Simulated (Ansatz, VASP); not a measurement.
## Pt: VASP beside Ansatz

The input INCAR:

```
PREC = Accurate
ENCUT = 500
EDIFF = 1E-6
ISMEAR = 0
SIGMA = 0.15
LREAL = False
LASPH = True
NELM = 120
ALGO = Normal
ISIF = 2
LWAVE = False
LCHARG = False
GGA = CA
NBANDS = 25
GGA_COMPAT = False
```

The input KPOINTS:

```
regular mesh
0
Gamma
  21 21 10
```

File POSCAR:

```
Pt
1.0
    2.7606656158      0.0000000000      0.0000000000
   -1.3803328079      2.3908065546      0.0000000000
    0.0000000000      0.0000000000      4.7921340000
Pt
2
Direct
    0.6666666667      0.3333333333      0.7500000000
    0.3333333333      0.6666666667      0.2500000000
```

Input for Ansatz:

```yaml
crystal:
  lattice:
    - [2.7606656158, 0.0, 0.0]
    - [-1.3803328079, 2.3908065546, 0.0]
    - [0.0, 0.0, 4.792134]
  atoms:
    - { symbol: Pt, position: [0.6666666667, 0.3333333333, 0.75] }
    - { symbol: Pt, position: [0.3333333333, 0.6666666667, 0.25] }
basis:
  ecutwfc: 420
kpoints:
  mp_grid: { grid: [21, 21, 10] }
hamiltonian:
  xc: lda
scf:
  occupations: { method: gaussian, width: 0.15 }
output:
  forces: true
  stress: true
  eigenvalues: true
```

Alike in both runs: task single point; functional LDA; k mesh 21 × 21 × 10; occupations gaussian, width 0.15 eV; no spin polarisation.

```csv
,VASP,Ansatz
version,VASP 6.6.1,Ansatz 0.2.0
potentials or method,"VASP PAW LDA potentials, release 64 (Pt_sv_GW), cutoff 500 eV","scalar-relativistic, plane waves, PAW"
valence electrons in the cell,36,36
```

```csv
,VASP,Ansatz,Ansatz less VASP
gap on the k mesh at the Fermi level (eV),none,none,-
pressure (GPa),-18.2,-15.8,+2.38
"traceless stress, the component that is largest in VASP (GPa)",0.06,0.33,+0.269
```

LDA's correlation is that of Perdew and Zunger in VASP and of Perdew and Wang (1992) in Ansatz. A gap of «none» marks a metal or a gap that the smearing closes.

Neither program's run includes spin-orbit coupling.
